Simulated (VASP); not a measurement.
# B (P6/mmm) in VASP: further runs

B is run at these levels: r2SCAN; tasks: single point, relaxation of cell and atoms.

All numbers are computed with VASP 6.6.1; they aren't measurements. Logs are shortened: lines on timing, memory, paths and dates and some standing lists are left out, and cuts for length are marked.

## 1. The cell of the first run

It takes space group P6/mmm (No. 191, hexagonal). Conventional cell: a = 4.393 Å, b = 4.393 Å, c = 1.588 Å, α = 90.00°, β = 90.00°, γ = 120.00°. B (site symmetry 6/mmm) has 2 B at 1.59 Å within 2.1 Å. Within 2.1 Å of B (site symmetry -6m2) lie 2 B at 1.59 Å.

This isn't the form of B at room conditions, which is rhombohedral.

## 2. Single point, r2SCAN

Input file POSCAR:

```
B
1.0
    4.3930911040      0.0000000000      0.0000000000
   -2.1965455520      3.8045284972      0.0000000000
    0.0000000000      0.0000000000      1.5879683862
B
3
Direct
    0.0000000000      0.0000000000      0.0000000000
    0.3333333333      0.6666666667      0.5000000000
    0.6666666667      0.3333333333      0.5000000000
```

Input file INCAR.step1:

```
PREC = Accurate ; ENCUT = 520
ISMEAR = 0 ; SIGMA = 0.1
LREAL = F ; LASPH = T
NELM = 100 ; NBANDS = 12
GGA = PE ; ALGO = Normal
EDIFF = 1E-4 ; LWAVE = T
LCHARG = F
```

Input file INCAR.step2:

```
PREC = Accurate ; ENCUT = 520
EDIFF = 1E-6 ; ISMEAR = 0
SIGMA = 0.1 ; LREAL = F
LASPH = T ; NELM = 100
ALGO = Normal ; ISIF = 2
LWAVE = F ; LCHARG = F
METAGGA = R2SCAN ; LMIXTAU = T
NBANDS = 12 ; ISTART = 1
```

Input file KPOINTS:

```
regular mesh
0
Gamma
  18 18 24
```

Potentials or basis: VASP PAW PBE potentials, release 64 (B).

Started as:

```bash
> cat potpaw_PBE.64/B/POTCAR > POTCAR
> cp INCAR.step1 INCAR
> mpirun -np 1 vasp_std > vasp.out
> cp INCAR.step2 INCAR
> mpirun -np 1 vasp_std > vasp.out
```

OUTCAR:

```text
PREC = Accurate
   ENCUT = 520
   EDIFF = 1E-6
   ISMEAR = 0
   LREAL = F
   LASPH = T
   NELM = 100
   ISIF = 2
   METAGGA = R2SCAN
   ISTART = 1

 ion  position               nearest neighbor table
   1  0.000  0.000  0.000-
   2  0.333  0.667  0.500-
   3  0.667  0.333  0.500-

  LATTYP: Found a hexagonal cell.
 ALAT       =     4.3930911040
 C/A-ratio  =     0.3614694867

  Lattice vectors:

 A1 = (   4.3930911040,   0.0000000000,   0.0000000000)
 A2 = (  -2.1965455520,   3.8045284972,   0.0000000000)
 A3 = (   0.0000000000,   0.0000000000,   1.5879683862)

Analysis of symmetry for initial positions (statically):
=====================================================================
 Subroutine PRICEL returns:
 Original cell was already a primitive cell.

 Routine SETGRP: Setting up the symmetry group for a
 hexagonal supercell.

 Subroutine GETGRP returns: Found 24 space group operations
 (whereof 24 operations were pure point group operations)
 out of a pool of 24 trial point group operations.

The static configuration has the point symmetry D_6h.

Analysis of symmetry for dynamics (positions and initial velocities):
=====================================================================
 Subroutine PRICEL returns:
 Original cell was already a primitive cell.

 Routine SETGRP: Setting up the symmetry group for a
 hexagonal supercell.

 Subroutine GETGRP returns: Found 24 space group operations
 (whereof 24 operations were pure point group operations)
 out of a pool of 24 trial point group operations.

The dynamic configuration has the point symmetry D_6h.

 Subroutine INISYM returns: Found 24 space group operations
 (whereof 24 operations are pure point group operations),
 and found     1 'primitive' translations

----------------------------------------------------------------------------------------

                                     Primitive cell

  volume of cell :      26.5407

  direct lattice vectors                    reciprocal lattice vectors
     4.393091104  0.000000000  0.000000000     0.227630153  0.131422330  0.000000000
    -2.196545552  3.804528497  0.000000000     0.000000000  0.262844660  0.000000000
     0.000000000  0.000000000  1.587968386     0.000000000  0.000000000  0.629735459

  length of vectors
     4.393091104  4.393091104  1.587968386     0.262844660  0.262844660  0.629735459

  position of ions in fractional coordinates (direct lattice)
     0.000000000  0.000000000  0.000000000
     0.333333333  0.666666667  0.500000000
     0.666666667  0.333333333  0.500000000

  ion indices of the primitive-cell ions
   primitive index   ion index
                 1           1
                 2           2
                 3           3

----------------------------------------------------------------------------------------

 KPOINTS: regular mesh

Automatic generation of k-mesh.
 Grid dimensions read from file:
 generate k-points for:   18   18   24

 Generating k-lattice:

  Cartesian coordinates                     Fractional coordinates (reciprocal lattice)
     0.012646120  0.007301241  0.000000000     0.055555556 -0.000000000  0.000000000
     0.000000000  0.014602481  0.000000000     0.000000000  0.055555556  0.000000000
     0.000000000  0.000000000  0.026238977     0.000000000  0.000000000  0.041666667

  Length of vectors
     0.014602481  0.014602481  0.026238977

  Shift w.r.t. Gamma in fractional coordinates (k-lattice)
     0.000000000  0.000000000  0.000000000

 Subroutine IBZKPT returns following result:
 ===========================================

 Found    481 irreducible k-points:

 Following reciprocal coordinates:
            Coordinates               Weight
  0.000000  0.000000  0.000000      1.000000
  0.055556  0.000000  0.000000      6.000000
  0.111111  0.000000  0.000000      6.000000
  0.166667  0.000000  0.000000      6.000000
  0.222222  0.000000  0.000000      6.000000
  0.277778 -0.000000  0.000000      6.000000
[... 16 lines left out ...]
  0.333333  0.111111  0.000000     12.000000
  0.388889  0.111111  0.000000     12.000000
 [... further k-points ...]
   k-points           NKPTS =    481   k-points in BZ     NKDIM =    481   number of bands    NBANDS=     12
   number of dos      NEDOS =    301   number of ions     NIONS =      3
   total plane-waves  NPLWV =  15552
   dimension x,y,z NGX =    36 NGY =   36 NGZ =   12
   dimension x,y,z NGXF=    72 NGYF=   72 NGZF=   24
   ions per type =               3
   NGX,Y,Z   is equivalent  to a cutoff of  13.62, 13.62, 12.56 a.u.
   NGXF,Y,Z  is equivalent  to a cutoff of  27.25, 27.25, 25.13 a.u.
 SYSTEM =  unknown system
   PREC   = accura    normal or accurate (medium, high low for compatibility)
   ISTART =      1    job   : 0-new  1-cont  2-samecut
   ICHARG =      0    charge: 1-file 2-atom 10-const
   ISPIN  =      1    spin polarized calculation?
   LNONCOLLINEAR =      F non collinear calculations
   LSORBIT =      F    spin-orbit coupling
   LASPH  =      T    aspherical Exc in radial PAW
   ENCUT  =  520.0 eV  38.22 Ry    6.18 a.u.   8.17  8.17  2.95*2*pi/ulx,y,z
   NELM   =    100;   NELMIN=  2; NELMDL=  0     # of ELM steps
   EDIFF  = 0.1E-05   stopping-criterion for ELM
   LREAL  =      F    real-space projection
   EDIFFG = 0.1E-04   stopping-criterion for IOM
   NSW    =      0    number of steps for IOM
   IBRION =     -1    ionic relax: 0-MD 1-quasi-New 2-CG
   NFREE  =      0    steps in history (QN), initial steepest desc. (CG)
   ISIF   =      2    stress and relaxation
   ISYM   =      2    0-nonsym 1-usesym 2-fastsym
   POTIM  = 0.5000    time-step for ionic-motion
   TEBEG  =    0.0;   TEEND  =   0.0 temperature during run
   PSTRESS=    0.0 pullay stress
   NELECT =       9.0000    total number of electrons
   NUPDOWN=      -1.0000    fix difference up-down
   EMIN   =  10.00;   EMAX   =-10.00  energy-range for DOS
   EFERMI =   0.00;   METHOD = LEGACY
   ISMEAR =     0;   SIGMA  =   0.10  broadening in eV -4-tet -1-fermi 0-gaus
   EFERMI_NEDOS =   21; number of points for ismear=-14 and -15
   IALGO  =     38    algorithm
   IMIX   =      4    mixing-type and parameters
     AMIX     =   0.40;   BMIX     =  1.00
     AMIX_MAG =   1.60;   BMIX_MAG =  1.00
  volume/ion in A,a.u.               =       8.85        59.70
  Fermi-wavevector in a.u.,A,eV,Ry     =   1.141611  2.157331 17.732133  1.303275
  Thomas-Fermi vector in A             =   2.278310
   LORBIT       =      0    0 simple, 1 ext, 2 COOP (PROOUT), +10 PAW based schemes
   METAGGA = R2SCAN    functional components
   LHFCALC =     F    Hartree Fock is set to
   AEXX    =    0.0000 exact exchange contribution
   IVDW    =     0    specifies the selected vdW correction
   LEPSILON=     F    determine dielectric tensor
   LRPA    =     F    only Hartree local field effects (RPA)
 non-spin polarized calculation
 Gauss-broadening in eV      SIGMA  =   0.10
  energy-cutoff  :      520.00
  volume of cell :       26.54
 maximum number of plane-waves:       731
 NGX is ok and might be reduce to    36

 number of electron       9.0000000 magnetization

 Free energy of the ion-electron system (eV)
  ---------------------------------------------------
  ext. energy  EPLUGINS =         0.00000000
  ---------------------------------------------------
  free energy    TOTEN  =       -18.54622479 eV

  energy without entropy =      -18.54215675  energy(sigma->0) =      -18.54419077

 E-fermi :   5.1354     XC(G=0): -11.7141

 val. band max:        5.1326234825   @ k =   0.2222   0.1111   0.2917
 cond. band min:       5.1422216420   @ k =   0.3889   0.2222   0.2083
 fundamental gap:      0.0095981595
 Fermi energy:         5.1353927852

 k-point     1 :       0.0000    0.0000    0.0000
  band No.  band energies     occupation
      1      -9.6767      2.00000
      2      -2.2536      2.00000
      3      -2.2258      2.00000
      4       0.2991      2.00000
      5       0.2991      2.00000
      6       0.3088      2.00000
      7       0.3088      2.00000
      8      10.4676      0.00000
      9      10.4676      0.00000
     10      23.0776      0.00000
     11      25.1381      0.00000
     12      25.1381      0.00000

 k-point     2 :       0.0556    0.0000    0.0000
  band No.  band energies     occupation
      1      -9.6484      2.00000
      2      -2.4178      2.00000
      3      -2.3498      2.00000
      4      -0.1958      2.00000
      5      -0.0023      2.00000
      6       0.8566      2.00000
      7       0.9868      2.00000
      8      10.3349      0.00000
      9      10.4230      0.00000
     10      23.1782      0.00000
     11      24.7463      0.00000
     12      25.2489      0.00000

 k-point     3 :       0.1111    0.0000    0.0000
  band No.  band energies     occupation
      1      -9.5637      2.00000
      2      -2.9248      2.00000
      3      -2.5779      2.00000
      4      -0.6405      2.00000
      5       0.1183      2.00000
      6       1.4595      2.00000
      7       1.8647      2.00000
      8       9.9574      0.00000
      9      10.2866      0.00000
     10      23.4347      0.00000
     11      23.9351      0.00000
     12      24.6917      0.00000
[... 286 lines left out ...]
 k-point    23 :       0.3333    0.1111    0.0000
  band No.  band energies     occupation
      1      -8.2141      2.00000
      2      -6.2210      2.00000
      3      -4.3339      2.00000
      4      -1.0362      2.00000
      5       2.4078      2.00000
      6       5.6876      0.00000
      7       5.7522      0.00000
      8       6.6942      0.00000
      9       8.3919      0.00000
     10      18.1552      0.00000
     11      20.3296      0.00000
     12      20.8852      0.00000

 k-point    24 :       0.3889    0.1111    0.0000
  band No.  band energies     occupation
      1      -7.7952      2.00000
      2      -6.7969      2.00000
      3      -4.4105      2.00000
      4      -1.1171      2.00000
      5       3.1996      2.00000
      6       4.8809      1.99968
      7       6.4071      0.00000
      8       7.2705      0.00000
      9       7.7800      0.00000
     10      17.4381      0.00000
     11      20.2449      0.00000
     12      20.5401      0.00000

 [... further k-points ...]

------------------------ aborting loop because EDIFF is reached ----------------------------------------

  FORCE on cell =-STRESS in cart. coord.  units (eV):
  Direction    XX          YY          ZZ          XY          YZ          ZX
  --------------------------------------------------------------------------------------
  -------------------------------------------------------------------------------------
  Total        0.0743642      0.0743642     -0.2549881      0.0000000      0.0000000      0.0000000
  in kB        4.4891263      4.4891263    -15.3927967      0.0000000      0.0000000      0.0000000
  external PRESSURE =      -2.1381813 kB  Pullay stress =       0.0000000 kB

 VOLUME and BASIS-vectors are now :
 -----------------------------------------------------------------------------
  energy-cutoff  :      520.00
  volume of cell :       26.54
      direct lattice vectors                 reciprocal lattice vectors
     4.393091104  0.000000000  0.000000000     0.227630153  0.131422330  0.000000000
    -2.196545552  3.804528497  0.000000000     0.000000000  0.262844660  0.000000000
     0.000000000  0.000000000  1.587968386     0.000000000  0.000000000  0.629735459

 POSITION                                       TOTAL-FORCE (eV/Angst)
 -----------------------------------------------------------------------------------
      0.00000      0.00000      0.00000        -0.000000      0.000000      0.000000
     -0.00000      2.53635      0.79398         0.000000     -0.000000     -0.000000
      2.19655      1.26818      0.79398         0.000000      0.000000      0.000000
 -----------------------------------------------------------------------------------
    total drift:                               -0.000000      0.000000      0.000000

  FREE ENERGIE OF THE ION-ELECTRON SYSTEM (eV)
  ---------------------------------------------------
  free  energy   TOTEN  =       -18.5462247886 eV

  energy  without entropy=      -18.5421567538  energy(sigma->0) =      -18.54419077
```

It took 3.2 min on 1 thread of AMD EPYC 9R45 (Zen 5), shared host; peak memory 0.2 GiB.

What came out:

- Free energy: -18.5462 eV
- Pressure: -0.2 GPa
- Band gap on the k mesh: zero (an odd number of electrons rules out a gap without spin polarisation)

Stress tensor (GPa, compression positive):
```
 0.45  0.00  0.00
 0.00  0.45  0.00
 0.00  0.00 -1.54
```

Caveat: the PAW data sets were made with another functional, which shifts forces and pressure a little.

## 3. Relaxation of cell and atoms, r2SCAN

POSCAR is that of step 2.

Input file INCAR.step1:

```
ALGO = Normal
EDIFF = 1E-4
ENCUT = 600
GGA = PE
ISMEAR = 0
LASPH = T
LCHARG = F
LREAL = F
LWAVE = T
NELM = 60
PREC = Accurate
SIGMA = 0.1
```

Input file INCAR.step2:

```
ALGO = Normal
EDIFF = 1E-7
EDIFFG = -0.01
ENCUT = 600
IBRION = 2
ISIF = 3
ISMEAR = 0
ISTART = 1
LASPH = T
LCHARG = F
LMIXTAU = T
LREAL = F
LWAVE = F
METAGGA = R2SCAN
NELM = 60
NSW = 100
PREC = Accurate
SIGMA = 0.1
```

Input file KPOINTS:

```
k-points
0
Gamma
  12 12 28
```

Potentials or basis: VASP PAW PBE potentials, release 64 (B).

Started as:

```bash
> cat potpaw_PBE.64/B/POTCAR > POTCAR
> cp INCAR.step1 INCAR
> mpirun -np 1 vasp_std > vasp.out
> cp INCAR.step2 INCAR
> mpirun -np 1 vasp_std > vasp.out
```

Wall time 12 min (1 thread of AMD EPYC 9R45 (Zen 5), shared host); peak memory 0.16 GiB.

Results (log left out):

* Free energy: -18.5518 eV
* Relaxed volume: 8.98 Å³/atom
* Relaxed cell: a = 4.431 Å, b = 4.431 Å, c = 1.584 Å, α = 90.00°, β = 90.00°, γ = 120.00°
* Space group after relaxing (to 0.1 Å): P6/mmm (No. 191)
* Energy gained by relaxing: 0.7 meV/atom
* Ionic steps: 7
* Pressure after relaxing: 0.0 GPa
* Band gap on the k mesh: zero (an odd number of electrons rules out a gap without spin polarisation)

Step by step:
```
step  energy change (eV)  largest force (eV/Å)  pressure (GPa)  volume (Å³)
   1              0.0000                0.0000           -0.07        26.54
   2              0.0002                0.0000            2.23        26.53
   3             -0.0008                0.0000            1.03        26.53
   4             -0.0018                0.0000            0.65        26.72
   5             -0.0021                0.0000            0.22        26.93
   6             -0.0019                0.0000           -0.61        26.97
   7             -0.0021                0.0000           -0.01        26.94
```

Final structure:
```
B
1.0
     4.43129    0.00000    0.00000
    -2.21565    3.83761    0.00000
     0.00000    0.00000    1.58416
B
3
Cartesian
  0.0000 0.0000 0.0000
  0.0000 2.5584 0.7921
  2.2156 1.2792 0.7921
```

Levels at points of the mesh, in eV from the Fermi level:
```
           k point  band 1  band 2  band 3  band 4  band 5  band 6  band 7  band 8
(0.00, 0.00, 0.00)  -14.62   -7.45   -7.43   -4.74   -4.74   -4.73   -4.73    5.13
(0.50, 0.00, 0.00)  -12.40  -12.39   -8.74   -7.10   -0.67   -0.67    1.42    1.44
(0.00, 0.00, 0.50)   -5.59   -4.85   -3.51    4.74    7.51    7.73    7.73    8.90
(0.50, 0.00, 0.50)   -4.93   -4.72   -4.25    4.36    6.08    6.21    6.67    8.20
```

Caveat: the PAW data sets were made with another functional, which shifts forces and pressure a little.

## 4. Relaxation of cell and atoms, r2SCAN

This run uses another cell than the first one: it holds 2 atoms, not 3.

Input file POSCAR:

```
B
1.0
    3.0060898403      0.0000000000      0.0000000000
   -1.5030449202      2.6033501678      0.0000000000
    0.0000000000      0.0000000000      1.9348398226
B
2
Direct
    0.3333333333      0.6666666667      0.0000000000
    0.6666666667      0.3333333333      0.0000000000
```

Input file INCAR.step1:

```
SYSTEM = B
  ALGO = Normal
  EDIFF = 1E-4
  ENCUT = 600
  GGA = PE
  ISMEAR = 0
  LASPH = .TRUE.
  LCHARG = .FALSE.
  LREAL = .FALSE.
  LWAVE = .TRUE.
  NELM = 80
  PREC = Accurate
  SIGMA = 0.1
```

Input file INCAR.step2:

```
SYSTEM = B
  ALGO = Normal
  EDIFF = 1E-6
  EDIFFG = -0.01
  ENCUT = 600
  IBRION = 2
  ISIF = 3
  ISMEAR = 0
  ISTART = 1
  LASPH = .TRUE.
  LCHARG = .FALSE.
  LMIXTAU = .TRUE.
  LREAL = .FALSE.
  LWAVE = .FALSE.
  METAGGA = R2SCAN
  NELM = 80
  NSW = 100
  PREC = Accurate
  SIGMA = 0.1
```

Input file KPOINTS:

```
k-points
0
G
  21 21 28
  0 0 0
```

Started as:

```bash
> cat potpaw_PBE.64/B/POTCAR > POTCAR
> cp INCAR.step1 INCAR
> mpirun -np 1 vasp_std > vasp.out
> cp INCAR.step2 INCAR
> mpirun -np 1 vasp_std > vasp.out
```

Wall time 5.8 min (1 thread of Intel Xeon Platinum 8559C (Emerald Rapids), shared host); peak memory 0.19 GiB.

Results (log left out):

- Free energy: -13.1046 eV
- Relaxed volume: 7.61 Å³/atom
- Relaxed cell: a = 3.004 Å, b = 3.004 Å, c = 1.948 Å, α = 90.00°, β = 90.00°, γ = 120.00°
- Space group after relaxing (to 0.1 Å): P6/mmm (No. 191)
- Energy gained by relaxing: 0.2 meV/atom
- Ionic steps: 5
- Pressure after relaxing: 0.0 GPa
- Band gap on the k mesh: zero (bands 3 and 4 overlap by 5.49 eV)

The path:
```csv
step,energy change (eV),largest force (eV/Å),pressure (GPa),volume (Å³)
1,0.0000,0.0000,0.52,15.14
2,-0.0003,0.0000,0.07,15.20
3,-0.0004,0.0000,-0.29,15.24
4,-0.0005,0.0000,0.20,15.22
5,-0.0005,0.0000,0.01,15.22
```

Final structure:
```xyz
2
Lattice="3.0043 0.0000 0.0000 -1.5022 2.6018 0.0000 0.0000 0.0000 1.9477" Properties=species:S:1:pos:R:3 pbc="T T T"
B     0.0000    1.7346    0.0000
B     1.5022    0.8673    0.0000
```

Levels at points of the mesh, in eV from the Fermi level:
```
           k point  band 1  band 2  band 3  band 4  band 5  band 6  band 7
(0.00, 0.00, 0.00)  -15.55   -1.57   -1.57    6.06    6.06    6.28   13.28
(0.00, 0.00, 0.50)   -8.03   -6.20    3.35    3.35    5.41   11.85   11.85
```

Caveat: the PAW data sets were made with another functional, which shifts forces and pressure a little.

## 5. The runs side by side

```tsv
task	cell	k mesh	cutoff (eV)	gap on the mesh (eV)	pressure (GPa)	relaxed volume (Å³/atom)
single point	a = 4.393, b = 4.393, c = 1.588 Å, angles 90.0, 90.0, 120.0°, 3 atoms, atomic positions A	18 × 18 × 24	520	none	-0.2	-
relaxation of cell and atoms	relaxed from a = 4.393, b = 4.393, c = 1.588 Å, angles 90.0, 90.0, 120.0°, 3 atoms, atomic positions A	12 × 12 × 28	600	none	0.0	8.98
relaxation of cell and atoms	relaxed from a = 3.006, b = 3.006, c = 1.935 Å, angles 90.0, 90.0, 120.0°, 2 atoms, atomic positions B	21 × 21 × 28	600	none	0.0	7.61
```

Alike in all rows: level r2SCAN; potentials or basis VASP PAW PBE potentials, release 64 (B); no spin polarisation; smearing gaussian 0.1 eV.

Caveats: the PAW data sets were made with another functional, which shifts forces and pressure a little.

Absolute energies hang on the potentials; compare differences alone.

The gap in the log of VASP goes by the Fermi energy; the results here count the filled bands.